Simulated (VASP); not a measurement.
# SrTiO3 (R-3m) in VASP: further runs, part 2 of 2

VASP 6.6.1. The steps go on from the part before.

## (4) Single point, PBEsol

This run uses another cell than the first one, of the same volume but with other edges.

INCAR

```
PREC = Accurate
ENCUT = 520
EDIFF = 1E-6
ISMEAR = 0
SIGMA = 0.05
LREAL = False
LASPH = True
NELM = 60
ALGO = Normal
ISIF = 2
LWAVE = False
LCHARG = False
GGA = PS
NBANDS = 28
```

KPOINTS

```
regular mesh
0
Gamma
  8 8 8
```

POSCAR

```
SrTiO3
1.0
    3.9023414737     -0.2053863934     -0.2053863934
   -0.2053863934      3.9023414737     -0.2053863934
   -0.2053863934     -0.2053863934      3.9023414737
Sr Ti O
1 1 3
Direct
    0.0000000000      0.0000000000      0.0000000000
    0.5000000000      0.5000000000      0.5000000000
    0.0000000000      0.5000000000      0.5000000000
    0.5000000000      0.0000000000      0.5000000000
    0.5000000000      0.5000000000      0.0000000000
```

Potentials or basis: VASP PAW PBE potentials, release 64 (Sr_sv, Ti_sv, O).

The run is started by

```bash
$ cat potpaw_PBE.64/Sr_sv/POTCAR potpaw_PBE.64/Ti_sv/POTCAR potpaw_PBE.64/O/POTCAR > POTCAR
$ mpirun -np 1 vasp_std > vasp.out
```

OUTCAR:

```text
PREC = Accurate
   ENCUT = 520
   EDIFF = 1E-6
   ISMEAR = 0
   LREAL = False
   LASPH = True
   NELM = 60
   ISIF = 2
   GGA = PS

 ion  position               nearest neighbor table
   1  0.000  0.000  0.000-   3 2.62   4 2.62   5 2.62   3 2.62   4 2.62   5 2.62   5 2.90   3 2.90
                             4 2.90   5 2.90   4 2.90   3 2.90   2 3.02   2 3.02   2 3.50   2 3.50
   2  0.500  0.500  0.500-   3 1.96   4 1.96   5 1.96   5 1.96   4 1.96   3 1.96   1 3.02   1 3.02
                             1 3.50   1 3.50   1 3.50   1 3.50   1 3.50   1 3.50
   3  0.000  0.500  0.500-   2 1.96   2 1.96   1 2.62   1 2.62   1 2.90   1 2.90
   4  0.500  0.000  0.500-   2 1.96   2 1.96   1 2.62   1 2.62   1 2.90   1 2.90
   5  0.500  0.500  0.000-   2 1.96   2 1.96   1 2.62   1 2.62   1 2.90   1 2.90

  LATTYP: Found a trigonal (rhomboedric) cell.
 ALAT       =     3.9131363532
 COS(alpha) =    -0.1019283747

  Lattice vectors:

 A1 = (   3.9023414737,  -0.2053863934,  -0.2053863934)
 A2 = (  -0.2053863934,   3.9023414737,  -0.2053863934)
 A3 = (  -0.2053863934,  -0.2053863934,   3.9023414737)

Analysis of symmetry for initial positions (statically):
=====================================================================
 Subroutine PRICEL returns:
[... 176 lines left out ...]
  energy without entropy =      -41.25737054  energy(sigma->0) =      -41.25737054

 E-fermi :   4.6054     XC(G=0): -11.5868

 val. band max:        4.3803723860   @ k =   0.5000   0.5000   0.5000
 cond. band min:       5.3830231117   @ k =   0.0000   0.0000   0.0000
 fundamental gap:      1.0026507257
 Fermi energy:         4.6054085571

 k-point     1 :       0.0000    0.0000    0.0000
  band No.  band energies     occupation
      1     -52.1116      2.00000
      2     -28.5766      2.00000
      3     -28.5092      2.00000
      4     -28.4296      2.00000
      5     -28.4296      2.00000
      6     -13.2760      2.00000
[... 733 lines left out ...]
     27      11.4360      0.00000
     28      12.1240      0.00000

 [... further k-points ...]
[... 5 lines left out ...]
  --------------------------------------------------------------------------------------
  -------------------------------------------------------------------------------------
  Total        0.6902264      0.6902264      0.6902264      4.7007419      4.7007419      4.7007419
  in kB       18.7706025     18.7706025     18.7706025    127.8359702    127.8359702    127.8359702
  external PRESSURE =      18.7706025 kB  Pullay stress =       0.0000000 kB

 VOLUME and BASIS-vectors are now :
 -----------------------------------------------------------------------------
  energy-cutoff  :      520.00
  volume of cell :       58.91
      direct lattice vectors                 reciprocal lattice vectors
     3.902341474 -0.205386393 -0.205386393     0.257763796  0.014320211  0.014320211
    -0.205386393  3.902341474 -0.205386393     0.014320211  0.257763796  0.014320211
    -0.205386393 -0.205386393  3.902341474     0.014320211  0.014320211  0.257763796

 POSITION                                       TOTAL-FORCE (eV/Angst)
 -----------------------------------------------------------------------------------
      0.00000      0.00000      0.00000         0.000000      0.000000      0.000000
      1.74578      1.74578      1.74578        -0.000000     -0.000000     -0.000000
     -0.20539      1.84848      1.84848         0.000000      0.000000     -0.000000
      1.84848     -0.20539      1.84848         0.000000      0.000000      0.000000
      1.84848      1.84848     -0.20539        -0.000000      0.000000      0.000000
 -----------------------------------------------------------------------------------
    total drift:                                0.000000      0.000000     -0.000000

  FREE ENERGIE OF THE ION-ELECTRON SYSTEM (eV)
  ---------------------------------------------------
  free  energy   TOTEN  =       -41.2573705399 eV

  energy  without entropy=      -41.2573705399  energy(sigma->0) =      -41.25737054
```

Wall time 2.9 min (1 thread of Intel Xeon 8259CL, shared host); peak memory 0.25 GiB.

What came out:

| Quantity | Value |
| --- | --- |
| Free energy | -41.2574 eV |
| Pressure | 1.9 GPa |
| Band gap on the k mesh | 1.00 eV (least direct gap 1.13 eV) |

Caveat: the PAW data sets were made with another functional, which shifts forces and pressure a little. A k mesh can miss the band edges.

## (5) Single point, PBEsol

INCAR

```
PREC     = Accurate       # precision mode
ENCUT    = 520            # plane-wave cutoff, eV
EDIFF    = 1E-6           # SCF threshold, eV
ISMEAR   = 0              # smearing method
SIGMA    = 0.05           # smearing width, eV
LREAL    = F              # projectors in reciprocal space
LASPH    = T              # aspherical terms in the spheres
NELM     = 60             # most SCF steps
ALGO     = Normal         # electronic algorithm
ISIF     = 2              # what is computed and relaxed
LWAVE    = F              # write WAVECAR
LCHARG   = T              # write CHGCAR
GGA      = PS             # functional
LELF     = T              # ELF
LVHAR    = T            
NBANDS   = 28             # bands
```

KPOINTS is that of step 4.

Changes to POSCAR since step 4:

```diff
@@ -2,5 +2,5 @@
 1.0
-    3.9023414737     -0.2053863934     -0.2053863934
-   -0.2053863934      3.9023414737     -0.2053863934
-   -0.2053863934     -0.2053863934      3.9023414737
+    3.9057965229      0.2441122827      0.2441122827
+    0.2441122827      3.9057965229      0.2441122827
+    0.2441122827      0.2441122827      3.9057965229
 Sr Ti O
```

The run is started by

```bash
$ cat potpaw_PBE.64/Sr_sv/POTCAR potpaw_PBE.64/Ti_sv/POTCAR potpaw_PBE.64/O/POTCAR > POTCAR
$ mpirun -np 1 vasp_std > vasp.out
```

It took 2.7 min on 1 thread of Intel Xeon 8259CL, shared host; peak memory 0.25 GiB.

Results (log left out):

- Free energy: -41.0985 eV
- Pressure: 2.3 GPa
- Band gap on the k mesh: 1.09 eV (least direct gap 1.17 eV)

Stress tensor (GPa, compression positive):
```
  2.34 -13.62 -13.62
-13.62   2.34 -13.62
-13.62 -13.62   2.34
```

Levels at points of the mesh, in eV from the valence-band top:
```csv
k point,band 18,band 19,band 20,band 21,band 22,band 23
"(0.00, 0.00, 0.00)",-0.97,-0.08,-0.08,1.09,1.09,1.55
"(0.50, 0.00, 0.00)",-2.37,-1.63,-0.38,1.54,3.19,3.39
"(0.50, 0.50, 0.00)",-1.78,-1.73,-0.19,3.14,3.27,3.80
"(0.50, 0.50, 0.50)",-0.34,0.00,0.00,3.89,3.89,4.16
```

Caveat: the PAW data sets were made with another functional, which shifts forces and pressure a little.

## (6) Overview

```tsv
cell	gap on the mesh (eV)	pressure (GPa)
a = 4.001 Å, angles 75.7°, 5 atoms	0.07	7.2
a = 4.092 Å, angles 105.7°, 5 atoms	none	11.0
a = 3.913 Å, angles 95.9°, 5 atoms	1.00	1.9
a = 3.921 Å, angles 82.7°, 5 atoms	1.09	2.3
```

Alike in all rows: task single point; level PBEsol; potentials or basis VASP PAW PBE potentials, release 64 (Sr_sv, Ti_sv, O); no spin polarisation; k mesh 8 × 8 × 8; cutoff (eV) 520; smearing gaussian 0.05 eV.

Caveats: the PAW data sets were made with another functional, which shifts forces and pressure a little; the cell stands under pressure (at least some runs); semilocal functionals underestimate gaps, and a narrow one can read as zero (at least some runs).

Total energies depend on the potentials used, so only differences within one code and one set of settings carry meaning.
